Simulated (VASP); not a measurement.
# Si3C in VASP: a series of runs, part 2 of 2

VASP 6.6.1. Earlier steps stand in the parts before.

## (4) Relaxation of cell and atoms, PBE

This run uses another cell than the first one, of 12.79 Å³/atom, 0.996 times its volume.

INCAR

```
SYSTEM = Si3C
ALGO     = Normal         ! electronic algorithm
EDIFF    = 1E-7           ! SCF threshold, eV
EDIFFG   = -0.01          ! ionic threshold
ENCUT    = 600            ! plane-wave cutoff, eV
GGA      = PE             ! functional
IBRION   = 2              ! ionic algorithm
ISIF     = 3              ! what is computed and relaxed
ISMEAR   = 0              ! smearing method
LASPH    = .TRUE.         ! aspherical terms in the spheres
LCHARG   = .FALSE.        ! write CHGCAR
LREAL    = .FALSE.        ! projectors in reciprocal space
LWAVE    = .FALSE.        ! write WAVECAR
NELM     = 100            ! most SCF steps
NSW      = 100            ! ionic steps
PREC     = Accurate       ! precision mode
SIGMA    = 0.1            ! smearing width, eV
```

KPOINTS

```
k-points
0
G
  24 24 6
  0 0 0
```

POSCAR

```
Si3C
1.0
    2.5812866265      0.0000000000      0.0000000000
   -1.2906433133      2.2354597930      0.0000000000
    0.0000000000      0.0000000000      8.8644206721
Si C
3 1
Direct
    0.0000000000      0.0000000000      0.7099565058
    0.0000000000      0.0000000000      0.0000000000
    0.0000000000      0.0000000000      0.2900434942
    0.0000000000      0.0000000000      0.5000000000
```

Potentials or basis: VASP PAW PBE potentials, release 64 (Si, C).

Run with:

```console
$ cat potpaw_PBE.64/Si/POTCAR potpaw_PBE.64/C/POTCAR > POTCAR
$ mpirun -np 1 vasp_std > vasp.out
```

OUTCAR:

```text
SYSTEM = Si3C
   EDIFF = 1E-7
   EDIFFG = -0.01
   ENCUT = 600
   GGA = PE
   IBRION = 2
   ISIF = 3
   ISMEAR = 0
   LASPH = .TRUE.
   LREAL = .FALSE.
   NELM = 100
   NSW = 100
   PREC = Accurate

 ion  position               nearest neighbor table
   1  0.000  0.000  0.710-   4 1.86   2 2.57
   2  0.000  0.000  0.000-   1 2.57   3 2.57
   3  0.000  0.000  0.290-   4 1.86   2 2.57
   4  0.000  0.000  0.500-   1 1.86   3 1.86

  LATTYP: Found a hexagonal cell.
 ALAT       =     2.5812866265
 C/A-ratio  =     3.4341094015

  Lattice vectors:

 A1 = (   2.5812866265,   0.0000000000,   0.0000000000)
 A2 = (  -1.2906433133,   2.2354597930,   0.0000000000)
 A3 = (   0.0000000000,   0.0000000000,   8.8644206721)

Analysis of symmetry for initial positions (statically):
=====================================================================
 Subroutine PRICEL returns:
 Original cell was already a primitive cell.

 Routine SETGRP: Setting up the symmetry group for a
 hexagonal supercell.

 Subroutine GETGRP returns: Found 24 space group operations
 (whereof 24 operations were pure point group operations)
 out of a pool of 24 trial point group operations.

The static configuration has the point symmetry D_6h.

Analysis of symmetry for dynamics (positions and initial velocities):
=====================================================================
 Subroutine PRICEL returns:
 Original cell was already a primitive cell.

 Routine SETGRP: Setting up the symmetry group for a
 hexagonal supercell.

 Subroutine GETGRP returns: Found 24 space group operations
 (whereof 24 operations were pure point group operations)
 out of a pool of 24 trial point group operations.

The dynamic configuration has the point symmetry D_6h.

 Subroutine INISYM returns: Found 24 space group operations
 (whereof 24 operations are pure point group operations),
 and found     1 'primitive' translations

[... 133 lines left out ...]
  volume of cell :       51.15
 maximum number of plane-waves:      1726
 NGX is ok and might be reduce to    24
   NGX = 11   NGY = 11   NGZ = 35

--------------------------------------- Ionic step        1  -------------------------------------------

 number of electron      16.0000000 magnetization

 Free energy of the ion-electron system (eV)
  ---------------------------------------------------
  ext. energy  EPLUGINS =         0.00000000
  ---------------------------------------------------
  free energy    TOTEN  =       -21.51930695 eV

  energy without entropy =      -21.51232540  energy(sigma->0) =      -21.51581618

------------------------ aborting loop because EDIFF is reached ----------------------------------------

  FORCE on cell =-STRESS in cart. coord.  units (eV):
  Direction    XX          YY          ZZ          XY          YZ          ZX
  --------------------------------------------------------------------------------------
  -------------------------------------------------------------------------------------
  Total        0.0404310      0.0404310      1.0482630     -0.0000000     -0.0000000      0.0000000
  in kB        1.2664011      1.2664011     32.8342728     -0.0000000     -0.0000000      0.0000000
  external PRESSURE =      11.7890250 kB  Pullay stress =       0.0000000 kB
[... 177 lines left out ...]
--------------------------------------- Ionic step        6  -------------------------------------------

 number of electron      16.0000000 magnetization

 Free energy of the ion-electron system (eV)
  ---------------------------------------------------
  ext. energy  EPLUGINS =         0.00000000
  ---------------------------------------------------
  free energy    TOTEN  =       -21.52542242 eV

  energy without entropy =      -21.51777282  energy(sigma->0) =      -21.52159762

 E-fermi :   8.9771     XC(G=0): -11.2299

 val. band max:        8.9536287823   @ k =   0.4167   0.0417   0.1667
 cond. band min:       8.9828604396   @ k =   0.4167   0.1667   0.3333
 fundamental gap:      0.0292316573
 Fermi energy:         8.9771474922

 k-point     1 :       0.0000    0.0000    0.0000
  band No.  band energies     occupation
      1      -6.1070      2.00000
      2      -3.8472      2.00000
      3      -3.8283      2.00000
      4       0.6040      2.00000
      5       1.9239      2.00000
      6       8.2689      2.00000
      7      10.5267      0.00000
      8      12.6353      0.00000
      9      12.6353      0.00000
     10      17.9578      0.00000
     11      20.9713      0.00000
     12      21.0032      0.00000
[... 331 lines left out ...]
 k-point    24 :       0.4583    0.0417    0.0000
  band No.  band energies     occupation
      1      -1.3753      2.00000
      2       1.9827      2.00000
      3       2.1238      2.00000
      4       2.7225      2.00000
      5       3.9322      2.00000
      6       3.9355      2.00000
      7       6.3652      2.00000
      8       7.0279      2.00000
      9       7.9982      2.00000
     10      10.4296      0.00000
     11      11.8067      0.00000
     12      12.6694      0.00000

 [... further k-points ...]
[... 5 lines left out ...]
  --------------------------------------------------------------------------------------
  -------------------------------------------------------------------------------------
  Total        0.0173359      0.0173359     -0.0161591     -0.0000000      0.0000000     -0.0000000
  in kB        0.5413145      0.5413145     -0.5045705     -0.0000000      0.0000000     -0.0000000
  external PRESSURE =       0.1926862 kB  Pullay stress =       0.0000000 kB
[... 19 lines left out ...]
  FREE ENERGIE OF THE ION-ELECTRON SYSTEM (eV)
  ---------------------------------------------------
  free  energy   TOTEN  =       -21.5254224173 eV

  energy  without entropy=      -21.5177728242  energy(sigma->0) =      -21.52159762

 reached required accuracy - stopping structural energy minimisation
```

CONTCAR:

```text
Si3C
   1.00000000000000
     2.5795778485068559    0.0000000000000383    0.0000000000000000
    -1.2897889243033618    2.2339799478484870   -0.0000000000000000
     0.0000000000000000   -0.0000000000000000    8.9038742954372374
  Si              C
     3     1
Direct
     0.0000000000000000    0.0000000000000000    0.7114918233132980
     1.0000000000000000    1.0000000000000000    0.0000000000000000
     0.0000000000000000    1.0000000000000000    0.2885081766867020
     1.0000000000000000    1.0000000000000000    0.5000000000000000

  0.00000000E+00  0.00000000E+00  0.00000000E+00
  0.00000000E+00  0.00000000E+00  0.00000000E+00
  0.00000000E+00  0.00000000E+00  0.00000000E+00
  0.00000000E+00  0.00000000E+00  0.00000000E+00
```

Wall time 4.8 min (1 thread of Intel Xeon 6975P-C (Granite Rapids), shared host); peak memory 0.31 GiB.

Results:

```yaml
Free_energy: -21.5254 eV
Relaxed_volume: 12.83 Å³/atom
Relaxed_cell: a = 2.580 Å, b = 2.580 Å, c = 8.904 Å, α = 90.00°, β = 90.00°, γ = 120.00°
Space_group_after_relaxing_to_0.05_Å: P6/mmm (No. 191)
Energy_gained_by_relaxing: 1.5 meV/atom
Ionic_steps: 6
Pressure_after_relaxing: 0.0 GPa
Largest_force_after_relaxing: 0.007 eV/Å
```

Forces on the atoms (eV/Å):
```
Si   0.000  0.000  0.007
Si   0.000  0.000  0.000
Si   0.000  0.000 -0.007
C    0.000  0.000  0.000
```

The path:
```csv
step,energy change (eV),largest force (eV/Å),pressure (GPa),volume (Å³)
1,0.0000,0.2868,1.18,51.15
2,-0.0013,0.1282,-1.54,51.85
3,-0.0055,0.0549,-0.31,51.52
4,-0.0059,0.0333,-0.05,51.37
5,-0.0060,0.0208,0.10,51.29
6,-0.0061,0.0070,0.02,51.31
```

Final structure:
```xyz
4
Lattice="2.5796 0.0000 0.0000 -1.2898 2.2340 0.0000 0.0000 0.0000 8.9039" Properties=species:S:1:pos:R:3 pbc="T T T"
Si    0.0000    0.0000    6.3350
Si    1.2898    2.2340    0.0000
Si   -1.2898    2.2340    2.5688
C     1.2898    2.2340    4.4519
```

Levels at points of the mesh, in eV from the Fermi level:
```tsv
k point	band 5	band 6	band 7	band 8	band 9	band 10	band 11	band 12
(0.00, 0.00, 0.00)	-7.05	-0.71	1.55	3.66	3.66	8.98	11.99	12.03
(0.50, 0.00, 0.00)	-5.29	-5.23	-2.61	-1.60	-1.41	1.63	2.81	3.78
(0.00, 0.00, 0.50)	-4.73	-3.27	3.66	3.66	4.14	6.58	11.78	11.78
(0.50, 0.00, 0.50)	-5.22	-4.08	-3.99	-2.50	0.18	1.63	2.44	4.52
```

Caveat: the bands computed are all filled at some k points, so no gap is given.

## (5) Overview

```tsv
task	cell	k mesh	cutoff (eV)	smearing	gap on the mesh (eV)	pressure (GPa)
single point	a = 2.581, b = 2.581, c = 8.901 Å, angles 90.0, 90.0, 120.0°, 4 atoms	24 × 24 × 6	520	gaussian 0.1 eV	none	-0.1
single point	a = 2.583, b = 2.583, c = 17.765 Å, angles 90.0, 90.0, 120.0°, 8 atoms	12 × 12 × 2	520	gaussian 0.2 eV	none	-0.1
relaxation of cell and atoms	relaxed from a = 2.581, b = 2.581, c = 8.864 Å, angles 90.0, 90.0, 120.0°, 4 atoms	24 × 24 × 6	600	gaussian 0.1 eV	-	0.0
```

Alike in all rows: level PBE; potentials or basis VASP PAW PBE potentials, release 64 (Si, C); no spin polarisation.

Caveats: the bands computed are all filled at some k points, so no gap is given (some runs).

Total energies depend on the potentials used, so only differences within one code and one set of settings carry meaning.
